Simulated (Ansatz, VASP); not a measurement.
One calculation of Ag, two programs

File INCAR:

```
SYSTEM = Ag
PREC = Accurate ; ENCUT = 520
EDIFF = 1E-8 ; ISMEAR = -1
SIGMA = 0.08 ; LREAL = .FALSE.
LASPH = .TRUE. ; NELM = 100
ALGO = Normal ; ISIF = 2
LWAVE = .FALSE. ; LCHARG = .FALSE.
GGA = PE ; LEFG = .TRUE.
NBANDS = 30
```

Contents of KPOINTS:

```
regular mesh
0
G
  14 14 4
  0 0 0
```

File POSCAR:

```
Ag
1.0
    2.8861989086      0.0000000000      0.0000000000
   -1.4430994543      2.4995215753      0.0000000000
    0.0000000000      0.0000000000     10.0000000000
Ag
4
Direct
    0.3333333333      0.6666666667      0.2500000000
    0.6666666667      0.3333333333      0.7500000000
    0.0000000000      0.0000000000      0.0000000000
    0.0000000000      0.0000000000      0.5000000000
```

Input for Ansatz:

```yaml
crystal:
  lattice:
    - [2.8861989086, 0.0, 0.0]
    - [-1.4430994543, 2.4995215753, 0.0]
    - [0.0, 0.0, 10.0]
  atoms:
    - { symbol: Ag, position: [0.3333333333, 0.6666666667, 0.25] }
    - { symbol: Ag, position: [0.6666666667, 0.3333333333, 0.75] }
    - { symbol: Ag, position: [0.0, 0.0, 0.0] }
    - { symbol: Ag, position: [0.0, 0.0, 0.5] }
kpoints:
  mp_grid: { grid: [14, 14, 4] }
  band_path:
    path:
      - [0.0, 0.0, 0.0]
      - [0.5, 0.0, 0.0]
      - [0.3333333333, 0.3333333333, 0.0]
      - [0.0, 0.0, 0.0]
      - [0.0, 0.0, 0.5]
      - [0.5, 0.0, 0.5]
      - [0.3333333333, 0.3333333333, 0.5]
      - [0.0, 0.0, 0.5]
      - [0.5, 0.0, 0.5]
    npoints: 14
scf:
  occupations: { method: fermi_dirac, width: 0.08 }
hamiltonian:
  xc: pbe
  pseudopotentials: { kind: paw }
output:
  forces: true
  stress: true
  eigenvalues: true
  efg: { contact_densities: true }
  populations: true
  bader: true
  dos: { projected: true, de: 0.2, e_range: [-14, 8] }
  write_density: true
  write_potential: true
  elf: true
  volumetric_format: npy
```

Alike in both runs: task electric field gradients; functional PBE; k mesh 14 × 14 × 4; occupations fermi-dirac, width 0.08 eV; no spin polarisation.

|  | VASP | Ansatz |
| --- | --- | --- |
| version | VASP 6.6.1 | Ansatz 0.2.0 |
| potentials or method | VASP PAW PBE potentials, release 64 (Ag) | PAW with Ansatz's default frozen-core files, scalar-relativistic |
| plane-wave cutoff (eV) | 520 | 420 |
| valence electrons in the cell | 44 | 76 |

```tsv
	VASP	Ansatz	Ansatz less VASP
pressure (GPa)	-0.5	-0.4	+0.11
traceless stress, the component that is largest in VASP (GPa)	-3.27	-3.30	-0.022
size of Vzz on the site where it differs most (V/Å²)	9.4	4.1	-5.24
```

VASP's potentials hold 44 valence electrons a cell and Ansatz's 76, so a difference there can come from the potentials and not from the codes.
